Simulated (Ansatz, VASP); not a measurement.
Two plane-wave programs on Ba

```
Ba
1.0
    -2.60000    2.60000    2.70000
     2.60000   -2.60000    2.70000
     2.60000    2.60000   -2.70000
Ba
1
Direct
  0.00000 0.00000 0.00000
```

Change from the starting cell: strain +0.040 along x and y, +0.080 along z, atoms carried along.

Alike in both runs: task single point; functional PBEsol; k mesh 14 × 14 × 14; occupations gaussian, width 0.15 eV; no spin polarisation.

```csv
,VASP,Ansatz
version,VASP 6.6.1,Ansatz 0.2.0
potentials or method,"VASP PAW PBE potentials, release 64 (Ba_sv), cutoff 520 eV","scalar-relativistic, plane waves, PAW"
valence electrons in the cell,10,10
```

|  | VASP | Ansatz | Ansatz less VASP |
| --- | --- | --- | --- |
| gap on the k mesh at the Fermi level (eV) | none | none | - |
| pressure (GPa) | -1.5 | -1.5 | -0.03 |
| traceless stress, the component that is largest in VASP (GPa) | -0.06 | -0.05 | +0.001 |

VASP's potentials were made for PBE, not for PBEsol. A gap of «none» marks a metal or a gap that the smearing closes. The functional is the same, so the differences come from potentials, cutoffs and numerics.

Neither program's run includes spin-orbit coupling.
